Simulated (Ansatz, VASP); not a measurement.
One calculation of MgS, two programs

```
Mg S
1.0
     3.69795    0.00000    0.00000
    -1.84897    3.20252    0.00000
     0.00000    0.00000   12.07749
Mg S
4 4
Direct
  0.00000 0.00000 0.00000
  0.33333 0.66667 0.25000
  0.00000 0.00000 0.50000
  0.66667 0.33333 0.75000
  0.66667 0.33333 0.12500
  0.66667 0.33333 0.37500
  0.33333 0.66667 0.62500
  0.33333 0.66667 0.87500
```

Alike in both runs: task relaxation of cell and atoms; functional PBE; k mesh 9 × 9 × 3; occupations gaussian, width 0.02 eV; no spin polarisation.

```csv
,VASP,Ansatz
version,VASP 6.6.1,Ansatz 0.2.0
potentials or method,"VASP PAW PBE potentials, release 64 (Mg, S), cutoff 600 eV","scalar-relativistic, plane waves, PAW"
valence electrons in the cell,32,64
```

Ansatz gave:

```
gap on the k mesh at the Fermi level, each at its own relaxed structure (eV) : 2.32
relaxed volume (Å³/atom)                                                     : 18.25
relaxed cell length with the largest relative difference (Å)                 : 12.584
```

Task: Which values does VASP return?

Result: gap on the k mesh at the Fermi level, each at its own relaxed structure (eV): 2.31; relaxed volume (Å³/atom): 18.18; relaxed cell length with the largest relative difference (Å): 12.569.

VASP's potentials hold 32 valence electrons a cell and Ansatz's 64, so a difference there can come from the potentials and not from the codes.
